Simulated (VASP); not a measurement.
Input of a VASP 6.6.1 run:

File INCAR:

```
PREC = Accurate ; ENCUT = 520
EDIFF = 1E-7 ; ISMEAR = 0
SIGMA = 0.15 ; LREAL = F
LASPH = T ; NELM = 100
ALGO = Normal ; ISIF = 2
LWAVE = F ; LCHARG = T
GGA = PE ; LELF = T
LVHAR = T ; NBANDS = 41
```

The input KPOINTS:

```
Automatic mesh
0
Gamma
  3 3 3
```

File POSCAR:

```
Ga2TeS5
1.0
   -4.1184468419      4.1184468419      3.1174681550
    4.1184468419     -4.1184468419      3.1174681550
    4.1184468419      4.1184468419     -3.1174681550
Ga Te S
2 1 5
Direct
    0.2545434271      0.7545434271      0.5000000000
    0.7545434271      0.2545434271      0.5000000000
   -0.0345240822     -0.0345240822      0.0000000000
    0.6800903305      0.1156317222      0.7874131983
    0.8926771322      0.6800903305      0.5644586083
    0.1156317222      0.3282185239      0.4355413917
    0.3282185239      0.8926771322      0.2125868017
    0.6088195193      0.6088195193      0.0000000000
```

Potentials or basis: VASP PAW PBE potentials, release 64 (Ga_d, Te, S).

Command:

```bash
$ cat potpaw_PBE.64/Ga_d/POTCAR potpaw_PBE.64/Te/POTCAR potpaw_PBE.64/S/POTCAR > POTCAR
$ mpirun -np 1 vasp_std > vasp.out
```

Question: Estimate the pressure.

Answer: -0.1 GPa.

Question: Predict the band gap on the k mesh.

Answer: 1.68 eV (least direct gap 1.69 eV).

Question: Predict the largest force.

Answer: 0.052 eV/Å.

Stress tensor (GPa, compression positive):
```
-0.01  0.00  0.00
 0.00 -0.01  0.00
 0.00  0.00 -0.23
```

Caveat: the k points lie up to 0.42 Å⁻¹ apart; spin-orbit coupling is left out, which moves the levels of the heavy elements; an odd mesh through Γ misses points on the zone boundary, where band edges can lie.
